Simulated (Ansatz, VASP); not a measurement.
# Zn3F: VASP beside Ansatz

```
Zn F
1.0
     4.86753    0.00000    0.00000
     0.00000    4.86753    0.00000
     0.00000    0.00000    2.68152
Zn F
3 1
Direct
  0.00000 0.00000 0.50000
  0.00000 0.50000 0.50000
  0.50000 0.00000 0.50000
  0.50000 0.50000 0.00000
```

Alike in both runs: functional PBE; k mesh 4 × 4 × 6; occupations gaussian, width 0.1 eV; no spin polarisation.

Ansatz relaxed the structure, and its values are those at the end. VASP's run is a single point on that final structure, the one shown.

|  | VASP | Ansatz |
| --- | --- | --- |
| version | VASP 6.6.1 | Ansatz 0.2.0 |
| potentials or method | VASP PAW PBE potentials, release 64 (Zn, F), cutoff 520 eV | scalar-relativistic, plane waves, PAW |
| valence electrons in the cell | 43 | 43 |

```csv
,VASP,Ansatz,Ansatz less VASP
gap on the k mesh at the Fermi level (eV),none,none,-
pressure (GPa),0.2,-0.1,-0.33
```

A gap of «none» marks a metal or a gap that the smearing closes. With one functional, cell and mesh, what is left measures potentials, basis and numerics.

The k mesh is coarse, so the values compare programs but aren't converged.
